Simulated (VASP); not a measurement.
Crystal: Mg3ZnC.

```
Zn Mg C
1.0
     4.40693    0.00000    0.00000
     0.00000    4.40693    0.00000
     0.00000    0.00000    4.40693
Zn Mg C
1 3 1
Direct
  0.00000 0.00000 0.00000
  0.50000 0.00000 0.50000
  0.50000 0.50000 0.00000
  0.00000 0.50000 0.50000
  0.50000 0.50000 0.50000
```

Base run:

```yaml
Program: VASP 6.6.1
Functional: RPBE
Potentials_or_basis: VASP PAW PBE potentials, release 64 (Zn, Mg, C)
Cutoff: 520 eV
k_mesh: 6 × 6 × 6
Occupations: fermi-dirac, width 0.05 eV
Spin: no spin polarisation
```

Its results: band gap on the k mesh zero (band 11 reaches 4.81 eV, above the bottom of band 12 at 1.38 eV); pressure 1.6 GPa.

**Question.** After a change of settings the same cell gave: band gap on the k mesh zero (band 11 reaches 4.67 eV, above the bottom of band 12 at 1.28 eV); pressure -0.3 GPa. Which change was it?
A. functional from RPBE to PBE
B. functional from RPBE to r2SCAN; further incar settings from ALGO = Normal; EDIFF = 1e-06; NBANDS = 19 to ALGO = Normal; EDIFF = 1e-07; NBANDS = 19
C. functional from RPBE to PBEsol

**Answer.** A.

PBE binds more tightly than RPBE, so the same cell stands under less pressure.

Caveats: the PAW data sets were made with another functional, which shifts forces and pressure a little (some runs).
